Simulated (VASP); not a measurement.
Input of a VASP 6.6.1 run:

File INCAR:

```
  ALGO = Normal
  EDIFF = 1E-7
  ENCUT = 520
  GGA = CA
  ISIF = 2
  ISMEAR = -1
  LASPH = True
  LCHARG = True
  LELF = True
  LREAL = False
  LVHAR = True
  LWAVE = False
  NBANDS = 28
  NELM = 100
  PREC = Accurate
  SIGMA = 0.3
```

KPOINTS

```
k-points
0
Gamma
  6 6 6
```

The input POSCAR:

```
NaMoO3
1.0
    3.9488820000      0.0000000000      0.0000000000
    0.0000000000      3.9488820000      0.0000000000
    0.0000000000      0.0000000000      3.9488820000
Na Mo O
1 1 3
Direct
    0.5000000000      0.5000000000      0.5000000000
    0.0000000000      0.0000000000      0.0000000000
    0.5000000000      0.0000000000      0.0000000000
    0.0000000000      0.5000000000      0.0000000000
    0.0000000000      0.0000000000      0.5000000000
```

Potentials or basis: VASP PAW LDA potentials, release 64 (Na_pv, Mo_sv, O).

Launch:

```bash
$ cat potpaw_LDA.64/Na_pv/POTCAR potpaw_LDA.64/Mo_sv/POTCAR potpaw_LDA.64/O/POTCAR > POTCAR
$ mpirun -np 1 vasp_std > vasp.out
```

Q: Estimate the pressure.

A: -15.5 GPa.

Caveat: an odd number of electrons without spin polarisation forces a metal; a magnetic or distorted state may lie lower.
